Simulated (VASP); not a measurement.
# BaLiF3 (P4/mmm) in VASP: a series of runs

The runs below take BaLiF3 through single point, with LDA.

Everything below comes from runs of VASP 6.6.1. Logs are shortened: lines on timing, memory, paths and dates and some standing lists are left out, and cuts for length are marked.

### Step 1. The cell of the first run

Symmetry: P4/mmm, No. 123, tetragonal system. The conventional cell has a = 3.590 Å, b = 3.590 Å, c = 3.989 Å, α = 90.00°, β = 90.00°, γ = 90.00°. Ba (site symmetry 4/mmm) has 12 F at 2.54 to 2.68 Å and 8 Li at 3.23 Å within 3.3 Å. Within 2.4 Å of Li (site symmetry 4/mmm) lie 6 F at 1.79 to 1.99 Å. Within 2.4 Å of F (site symmetry mmm) lie 2 Li at 1.79 Å. Within 2.7 Å of F (site symmetry 4/mmm) lie 2 Li at 1.99 Å and 4 Ba at 2.54 Å and 8 F at 2.68 Å.

### Step 2. Single point, LDA (strain -0.1000 x Voigt [1, 1, 0, 0, 0, 0])

INCAR

```
  PREC = Accurate
  ENCUT = 520
  EDIFF = 1E-6
  ISMEAR = 0
  SIGMA = 0.05
  LREAL = F
  LASPH = T
  NELM = 100
  ALGO = Normal
  ISIF = 2
  LWAVE = F
  LCHARG = T
  GGA = CA
  LELF = T
  LVHAR = T
  NBANDS = 25
```

KPOINTS

```
Automatic mesh
0
Gamma
  6 6 6
```

POSCAR

```
BaLiF3
1.0
    3.5897234760      0.0000000000      0.0000000000
    0.0000000000      3.5897234760      0.0000000000
    0.0000000000      0.0000000000      3.9885816400
Ba Li F
1 1 3
Direct
    0.0000000000      0.0000000000      0.0000000000
    0.5000000000      0.5000000000      0.5000000000
    0.0000000000      0.5000000000      0.5000000000
    0.5000000000      0.5000000000      0.0000000000
    0.5000000000      0.0000000000      0.5000000000
```

Potentials or basis: VASP PAW LDA potentials, release 64 (Ba_sv, Li_sv, F).

The run is started by

```bash
$ cat potpaw_LDA.64/Ba_sv/POTCAR potpaw_LDA.64/Li_sv/POTCAR potpaw_LDA.64/F/POTCAR > POTCAR
$ mpirun -np 1 vasp_std > vasp.out
```

OUTCAR:

```text
PREC = Accurate
   ENCUT = 520
   EDIFF = 1E-6
   ISMEAR = 0
   LREAL = F
   LASPH = T
   NELM = 100
   ISIF = 2
   GGA = CA

 ion  position               nearest neighbor table
   1  0.000  0.000  0.000-   4 2.54   4 2.54   4 2.54   4 2.54   5 2.68   3 2.68   3 2.68   3 2.68
                             5 2.68   5 2.68   5 2.68   3 2.68   2 3.23   2 3.23   2 3.23   2 3.23
   2  0.500  0.500  0.500-   3 1.79   5 1.79   5 1.79   3 1.79   4 1.99   4 1.99   1 3.23   1 3.23
                             1 3.23   1 3.23   1 3.23   1 3.23   1 3.23   1 3.23
   3  0.000  0.500  0.500-   2 1.79   2 1.79   1 2.68   1 2.68   1 2.68   1 2.68
   4  0.500  0.500  0.000-   2 1.99   2 1.99   1 2.54   1 2.54   1 2.54   1 2.54
   5  0.500  0.000  0.500-   2 1.79   2 1.79   1 2.68   1 2.68   1 2.68   1 2.68

  LATTYP: Found a simple tetragonal cell.
 ALAT       =     3.5897234760
 C/A-ratio  =     1.1111111111

  Lattice vectors:

 A1 = (   3.5897234760,   0.0000000000,   0.0000000000)
 A2 = (   0.0000000000,   3.5897234760,   0.0000000000)
 A3 = (   0.0000000000,   0.0000000000,   3.9885816400)

Analysis of symmetry for initial positions (statically):
=====================================================================
 Subroutine PRICEL returns:
 Original cell was already a primitive cell.

 Routine SETGRP: Setting up the symmetry group for a
 simple tetragonal supercell.

 Subroutine GETGRP returns: Found 16 space group operations
 (whereof 16 operations were pure point group operations)
 out of a pool of 16 trial point group operations.

The static configuration has the point symmetry D_4h.

Analysis of symmetry for dynamics (positions and initial velocities):
=====================================================================
 Subroutine PRICEL returns:
 Original cell was already a primitive cell.

 Routine SETGRP: Setting up the symmetry group for a
 simple tetragonal supercell.

 Subroutine GETGRP returns: Found 16 space group operations
 (whereof 16 operations were pure point group operations)
 out of a pool of 16 trial point group operations.

The dynamic configuration has the point symmetry D_4h.

 Subroutine INISYM returns: Found 16 space group operations
 (whereof 16 operations are pure point group operations),
 and found     1 'primitive' translations

----------------------------------------------------------------------------------------

                                     Primitive cell

  volume of cell :      51.3973

  direct lattice vectors                    reciprocal lattice vectors
     3.589723476  0.000000000  0.000000000     0.278572989  0.000000000  0.000000000
     0.000000000  3.589723476  0.000000000     0.000000000  0.278572989  0.000000000
     0.000000000  0.000000000  3.988581640     0.000000000  0.000000000  0.250715691

  length of vectors
     3.589723476  3.589723476  3.988581640     0.278572989  0.278572989  0.250715691

  position of ions in fractional coordinates (direct lattice)
     0.000000000  0.000000000  0.000000000
     0.500000000  0.500000000  0.500000000
     0.000000000  0.500000000  0.500000000
     0.500000000  0.500000000  0.000000000
     0.500000000  0.000000000  0.500000000

  ion indices of the primitive-cell ions
   primitive index   ion index
                 1           1
                 2           2
                 3           3
                 4           4
                 5           5

----------------------------------------------------------------------------------------

 KPOINTS: Automatic mesh

Automatic generation of k-mesh.
 Grid dimensions read from file:
 generate k-points for:    6    6    6

 Generating k-lattice:

  Cartesian coordinates                     Fractional coordinates (reciprocal lattice)
     0.046428832  0.000000000  0.000000000     0.166666667  0.000000000  0.000000000
     0.000000000  0.046428832  0.000000000     0.000000000  0.166666667  0.000000000
     0.000000000  0.000000000  0.041785948     0.000000000  0.000000000  0.166666667

  Length of vectors
     0.046428832  0.046428832  0.041785948

  Shift w.r.t. Gamma in fractional coordinates (k-lattice)
     0.000000000  0.000000000  0.000000000

 Subroutine IBZKPT returns following result:
 ===========================================

 Found     40 irreducible k-points:

 Following reciprocal coordinates:
            Coordinates               Weight
  0.000000  0.000000  0.000000      1.000000
  0.166667  0.000000  0.000000      4.000000
  0.333333  0.000000  0.000000      4.000000
  0.500000  0.000000  0.000000      2.000000
  0.166667  0.166667  0.000000      4.000000
  0.333333  0.166667  0.000000      8.000000
[... 16 lines left out ...]
  0.333333  0.000000  0.333333      8.000000
  0.500000  0.000000  0.333333      4.000000
 [... further k-points ...]
   k-points           NKPTS =     40   k-points in BZ     NKDIM =     40   number of bands    NBANDS=     25
   number of dos      NEDOS =    301   number of ions     NIONS =      5
   total plane-waves  NPLWV =  23520
   dimension x,y,z NGX =    28 NGY =   28 NGZ =   30
   dimension x,y,z NGXF=    56 NGYF=   56 NGZF=   60
   ions per type =               1   1   3
   NGX,Y,Z   is equivalent  to a cutoff of  12.97, 12.97, 12.50 a.u.
   NGXF,Y,Z  is equivalent  to a cutoff of  25.93, 25.93, 25.01 a.u.
 SYSTEM =  unknown system
   PREC   = accura    normal or accurate (medium, high low for compatibility)
   ISTART =      0    job   : 0-new  1-cont  2-samecut
   ICHARG =      2    charge: 1-file 2-atom 10-const
   ISPIN  =      1    spin polarized calculation?
   LNONCOLLINEAR =      F non collinear calculations
   LSORBIT =      F    spin-orbit coupling
   LASPH  =      T    aspherical Exc in radial PAW
   ENCUT  =  520.0 eV  38.22 Ry    6.18 a.u.   6.67  6.67  7.42*2*pi/ulx,y,z
   NELM   =    100;   NELMIN=  2; NELMDL= -5     # of ELM steps
   EDIFF  = 0.1E-05   stopping-criterion for ELM
   LREAL  =      F    real-space projection
   EDIFFG = 0.1E-04   stopping-criterion for IOM
   NSW    =      0    number of steps for IOM
   IBRION =     -1    ionic relax: 0-MD 1-quasi-New 2-CG
   NFREE  =      0    steps in history (QN), initial steepest desc. (CG)
   ISIF   =      2    stress and relaxation
   ISYM   =      2    0-nonsym 1-usesym 2-fastsym
   POTIM  = 0.5000    time-step for ionic-motion
   TEBEG  =    0.0;   TEEND  =   0.0 temperature during run
   PSTRESS=    0.0 pullay stress
   NELECT =      34.0000    total number of electrons
   NUPDOWN=      -1.0000    fix difference up-down
   EMIN   =  10.00;   EMAX   =-10.00  energy-range for DOS
   EFERMI =   0.00;   METHOD = LEGACY
   ISMEAR =     0;   SIGMA  =   0.05  broadening in eV -4-tet -1-fermi 0-gaus
   EFERMI_NEDOS =   21; number of points for ismear=-14 and -15
   IALGO  =     38    algorithm
   IMIX   =      4    mixing-type and parameters
     AMIX     =   0.40;   BMIX     =  1.00
     AMIX_MAG =   1.60;   BMIX_MAG =  1.00
  volume/ion in A,a.u.               =      10.28        69.37
  Fermi-wavevector in a.u.,A,eV,Ry     =   1.426443  2.695586 27.684299  2.034739
  Thomas-Fermi vector in A             =   2.546719
   LORBIT       =      0    0 simple, 1 ext, 2 COOP (PROOUT), +10 PAW based schemes
   GGA     = CA    functional components
   LHFCALC =     F    Hartree Fock is set to
   AEXX    =    0.0000 exact exchange contribution
   IVDW    =     0    specifies the selected vdW correction
   LEPSILON=     F    determine dielectric tensor
   LRPA    =     F    only Hartree local field effects (RPA)
 non-spin polarized calculation
 Gauss-broadening in eV      SIGMA  =   0.05
  energy-cutoff  :      520.00
  volume of cell :       51.40
 maximum number of plane-waves:      1402
 NGX is ok and might be reduce to    28
   NGX = 13   NGY = 13   NGZ = 15

 number of electron      34.0000008 magnetization

 Free energy of the ion-electron system (eV)
  ---------------------------------------------------
  ext. energy  EPLUGINS =         0.00000000
  ---------------------------------------------------
  free energy    TOTEN  =       -28.62223857 eV

  energy without entropy =      -28.62223857  energy(sigma->0) =      -28.62223857

 E-fermi :   1.1264     XC(G=0): -11.8197

 val. band max:        0.8106371156   @ k =   0.5000   0.5000   0.5000
 cond. band min:       6.6190410507   @ k =   0.0000   0.0000   0.0000
 fundamental gap:      5.8084039351
 Fermi energy:         1.1263656979

 k-point     1 :       0.0000    0.0000    0.0000
  band No.  band energies     occupation
      1     -38.7922      2.00000
      2     -22.8386      2.00000
      3     -18.9351      2.00000
      4     -18.7944      2.00000
      5     -18.3835      2.00000
      6      -7.9055      2.00000
[... 17 lines left out ...]
     24      18.0734      0.00000
     25      19.5861      0.00000

 k-point     2 :       0.1667    0.0000    0.0000
  band No.  band energies     occupation
      1     -38.7902      2.00000
      2     -22.7063      2.00000
      3     -19.0557      2.00000
      4     -18.8346      2.00000
      5     -18.4595      2.00000
      6      -7.7696      2.00000
[... 17 lines left out ...]
     24      18.3178      0.00000
     25      18.9813      0.00000

 k-point     3 :       0.3333    0.0000    0.0000
  band No.  band energies     occupation
      1     -38.7861      2.00000
      2     -22.3890      2.00000
      3     -19.4971      2.00000
      4     -18.7892      2.00000
      5     -18.5825      2.00000
      6      -7.4576      2.00000
[... 552 lines left out ...]
 k-point    23 :       0.3333    0.0000    0.3333
  band No.  band energies     occupation
      1     -38.7844      2.00000
      2     -22.2002      2.00000
      3     -19.4414      2.00000
      4     -19.1094      2.00000
      5     -18.6414      2.00000
      6      -7.6884      2.00000
[... 17 lines left out ...]
     24      16.3656      0.00000
     25      17.3180      0.00000

 k-point    24 :       0.5000    0.0000    0.3333
  band No.  band energies     occupation
      1     -38.7824      2.00000
      2     -22.0170      2.00000
      3     -19.6707      2.00000
      4     -18.9693      2.00000
      5     -18.8024      2.00000
      6      -7.7141      2.00000
[... 17 lines left out ...]
     24      16.4632      0.00000
     25      17.4859      0.00000

 [... further k-points ...]

------------------------ aborting loop because EDIFF is reached ----------------------------------------

  FORCE on cell =-STRESS in cart. coord.  units (eV):
  Direction    XX          YY          ZZ          XY          YZ          ZX
  --------------------------------------------------------------------------------------
  -------------------------------------------------------------------------------------
  Total        8.7636452      8.7636452      2.7850359      0.0000000      0.0000000      0.0000000
  in kB      273.1837687    273.1837687     86.8162276      0.0000000      0.0000000      0.0000000
  external PRESSURE =     211.0612550 kB  Pullay stress =       0.0000000 kB

 VOLUME and BASIS-vectors are now :
 -----------------------------------------------------------------------------
  energy-cutoff  :      520.00
  volume of cell :       51.40
      direct lattice vectors                 reciprocal lattice vectors
     3.589723476  0.000000000  0.000000000     0.278572989  0.000000000  0.000000000
     0.000000000  3.589723476  0.000000000     0.000000000  0.278572989  0.000000000
     0.000000000  0.000000000  3.988581640     0.000000000  0.000000000  0.250715691

 POSITION                                       TOTAL-FORCE (eV/Angst)
 -----------------------------------------------------------------------------------
      0.00000      0.00000      0.00000         0.000000      0.000000      0.000000
      1.79486      1.79486      1.99429         0.000000      0.000000      0.000000
      0.00000      1.79486      1.99429         0.000000      0.000000      0.000000
      1.79486      1.79486      0.00000         0.000000      0.000000      0.000000
      1.79486      0.00000      1.99429         0.000000      0.000000      0.000000
 -----------------------------------------------------------------------------------
    total drift:                                0.000000      0.000000      0.000000

  FREE ENERGIE OF THE ION-ELECTRON SYSTEM (eV)
  ---------------------------------------------------
  free  energy   TOTEN  =       -28.6222385703 eV

  energy  without entropy=      -28.6222385703  energy(sigma->0) =      -28.62223857
```

It took 35 s on 1 thread of Intel Xeon Platinum 8259CL at 2.50GHz (Skylake/Cascade Lake), shared host; peak memory 0.17 GiB.

What came out:

```yaml
Free_energy: -28.6222 eV
Band_gap_on_the_k_mesh: 5.81 eV (least direct gap 5.90 eV)
```

Caveat: the cell differs from its parent crystal (strain -0.1000 x Voigt [1, 1, 0, 0, 0, 0]); the cutoff is under 1.25 times the usual one of these potentials, so pressure, stress and relaxed cells hold a basis-set (Pulay) error; spin-orbit coupling is left out, which moves the levels of the heavy elements. A k mesh can miss the band edges.

### Step 3. Single point, LDA (strain +0.0750 x Voigt [1, 1, 0, 0, 0, 0])

INCAR

```
SYSTEM = BaLiF3
ALGO     = Normal         ! electronic algorithm
EDIFF    = 1E-6           ! SCF threshold, eV
ENCUT    = 520            ! plane-wave cutoff, eV
ISIF     = 2              ! what is computed and relaxed
ISMEAR   = 0              ! smearing method
LASPH    = .True.         ! aspherical terms in the spheres
LCHARG   = .False.        ! write CHGCAR
LREAL    = .False.        ! projectors in reciprocal space
LWAVE    = .False.        ! write WAVECAR
NBANDS   = 25             ! bands
NELM     = 80             ! most SCF steps
PREC     = Accurate       ! precision mode
SIGMA    = 0.05           ! smearing width, eV
```

KPOINTS

```
k-points
0
Gamma
  6 6 6
  0 0 0
```

Edit POSCAR of step 2 so:

```diff
@@ -2,4 +2,4 @@
 1.0
-    3.5897234760      0.0000000000      0.0000000000
-    0.0000000000      3.5897234760      0.0000000000
+    4.2877252630      0.0000000000      0.0000000000
+    0.0000000000      4.2877252630      0.0000000000
     0.0000000000      0.0000000000      3.9885816400
```

Potentials or basis: VASP PAW LDA potentials, release 64 (Ba_sv, Li_sv, F).

The run is started by

```bash
$ cat potpaw_LDA.64/Ba_sv/POTCAR potpaw_LDA.64/Li_sv/POTCAR potpaw_LDA.64/F/POTCAR > POTCAR
$ mpirun -np 1 vasp_std > vasp.out
```

Run time: 36 s. Hardware: 1 thread of Intel Xeon Platinum 8259CL at 2.50GHz (Skylake/Cascade Lake), shared host; peak memory 0.2 GiB.

The run converged. Its results:

```yaml
Free_energy: -28.6461 eV
Band_gap_on_the_k_mesh: 5.80 eV (least direct gap 5.81 eV)
```

Levels at points of the mesh, in eV from the valence-band top:
```tsv
k point	band 15	band 16	band 17	band 18	band 19	band 20
(0.00, 0.00, 0.00)	-0.10	-0.01	-0.01	5.80	6.46	6.62
(0.50, 0.00, 0.00)	-0.74	-0.44	-0.18	6.90	7.58	9.36
(0.50, 0.50, 0.00)	-0.56	-0.43	-0.32	7.67	7.92	9.97
(0.00, 0.00, 0.50)	-0.57	-0.56	-0.56	7.84	7.85	9.24
(0.50, 0.00, 0.50)	-0.68	-0.13	-0.03	7.82	8.53	9.48
(0.50, 0.50, 0.50)	-0.07	0.00	0.00	7.17	7.17	7.31
```

Caveat: the cell differs from its parent crystal (strain +0.0750 x Voigt [1, 1, 0, 0, 0, 0]); the cutoff is under 1.25 times the usual one of these potentials, so pressure, stress and relaxed cells hold a basis-set (Pulay) error; spin-orbit coupling is left out, which moves the levels of the heavy elements. A k mesh can miss the band edges.

### Step 4. Single point, LDA (strain +0.0875 x Voigt [1, 1, 0, 0, 0, 0])

INCAR

```
ALGO     = Normal         # electronic algorithm
EDIFF    = 1E-6           # SCF threshold, eV
ENCUT    = 520            # plane-wave cutoff, eV
GGA      = CA             # functional
ISIF     = 2              # what is computed and relaxed
ISMEAR   = 0              # smearing method
LASPH    = T              # aspherical terms in the spheres
LCHARG   = F              # write CHGCAR
LREAL    = F              # projectors in reciprocal space
LWAVE    = F              # write WAVECAR
NBANDS   = 25             # bands
NELM     = 100            # most SCF steps
PREC     = Accurate       # precision mode
SIGMA    = 0.05           # smearing width, eV
```

KPOINTS

```
k-points
0
Gamma
  6 6 6
```

Edit POSCAR of step 3 so:

```diff
@@ -2,4 +2,4 @@
 1.0
-    4.2877252630      0.0000000000      0.0000000000
-    0.0000000000      4.2877252630      0.0000000000
+    4.3375825335      0.0000000000      0.0000000000
+    0.0000000000      4.3375825335      0.0000000000
     0.0000000000      0.0000000000      3.9885816400
```

The run is started by

```bash
$ cat potpaw_LDA.64/Ba_sv/POTCAR potpaw_LDA.64/Li_sv/POTCAR potpaw_LDA.64/F/POTCAR > POTCAR
$ mpirun -np 1 vasp_std > vasp.out
```

Run time: 36 s. Hardware: 1 thread of Intel Xeon Platinum 8259CL at 2.50GHz (Skylake/Cascade Lake), shared host; peak memory 0.2 GiB.

It converged, with:

```
Free energy            : -28.5079 eV
Band gap on the k mesh : 5.67 eV (least direct gap 5.68 eV)
```

Levels at points of the mesh, in eV from the valence-band top:
| k point | band 13 | band 14 | band 15 | band 16 | band 17 | band 18 | band 19 | band 20 | band 21 | band 22 |
| --- | --- | --- | --- | --- | --- | --- | --- | --- | --- | --- |
| (0.00, 0.00, 0.00) | -0.70 | -0.70 | -0.13 | -0.02 | -0.02 | 5.67 | 6.43 | 6.44 | 8.59 | 9.06 |
| (0.50, 0.00, 0.00) | -0.88 | -0.83 | -0.75 | -0.45 | -0.16 | 6.70 | 7.45 | 9.14 | 9.31 | 9.78 |
| (0.50, 0.50, 0.00) | -1.09 | -0.56 | -0.56 | -0.48 | -0.35 | 7.44 | 7.77 | 9.83 | 9.83 | 10.64 |
| (0.00, 0.00, 0.50) | -0.84 | -0.59 | -0.59 | -0.56 | -0.56 | 7.73 | 7.80 | 9.07 | 9.31 | 9.31 |
| (0.50, 0.00, 0.50) | -0.86 | -0.77 | -0.71 | -0.14 | -0.03 | 7.65 | 8.43 | 9.28 | 9.28 | 10.78 |
| (0.50, 0.50, 0.50) | -0.41 | -0.33 | -0.08 | 0.00 | 0.00 | 7.03 | 7.03 | 7.20 | 10.20 | 10.70 |

Caveat: the cell differs from its parent crystal (strain +0.0875 x Voigt [1, 1, 0, 0, 0, 0]); the cutoff is under 1.25 times the usual one of these potentials, so pressure, stress and relaxed cells hold a basis-set (Pulay) error; spin-orbit coupling is left out, which moves the levels of the heavy elements.

### Step 5. Overview

```csv
cell,gap on the mesh (eV)
"a = 3.590, b = 3.590, c = 3.989 Å, 5 atoms",5.81
"a = 4.288, b = 4.288, c = 3.989 Å, 5 atoms",5.80
"a = 4.338, b = 4.338, c = 3.989 Å, 5 atoms",5.67
```

Alike in all rows: task single point; level LDA; potentials or basis VASP PAW LDA potentials, release 64 (Ba_sv, Li_sv, F); no spin polarisation; k mesh 6 × 6 × 6; cutoff (eV) 520; smearing gaussian 0.05 eV.

Caveats: the cutoff is under 1.25 times the usual one of these potentials, so pressure, stress and relaxed cells hold a basis-set (Pulay) error; spin-orbit coupling is left out, which moves the levels of the heavy elements.

Total energies depend on the potentials used, so only differences within one code and one set of settings carry meaning.
